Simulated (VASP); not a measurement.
Here is a VASP 6.6.1 calculation.

Contents of INCAR:

```
PREC = Accurate ; ENCUT = 520
EDIFF = 1E-6 ; ISMEAR = 0
SIGMA = 0.1 ; LREAL = False
LASPH = True ; NELM = 60
ALGO = Normal ; ISIF = 2
LWAVE = False ; LCHARG = False
GGA = PE ; NBANDS = 26
```

The input KPOINTS:

```
Automatic mesh
0
Gamma
  4 4 4
```

The input POSCAR:

```
InAs
1.0
    0.0000000000      3.8951858583      3.8951858583
    3.8951858583      0.0000000000      3.8951858583
    3.8951858583      3.8951858583      0.0000000000
In As
2 2
Direct
    0.5000000000      0.5000000000      0.5000000000
    0.7500000000      0.7500000000      0.7500000000
    0.0000000000      0.0000000000      0.0000000000
    0.2500000000      0.2500000000      0.2500000000
```

Potentials or basis: VASP PAW PBE potentials, release 64 (In_d, As).

The run is started by

```console
$ cat potpaw_PBE.64/In_d/POTCAR potpaw_PBE.64/As/POTCAR > POTCAR
$ mpirun -np 1 vasp_std > vasp.out
```

Predict the band gap on the k mesh.

zero (bands 18 and 19 overlap by 1.63 eV).

Predict the pressure.

-7.6 GPa.

Caveat: the cell stands under tension; spin-orbit coupling is left out, which moves the levels of the heavy elements.
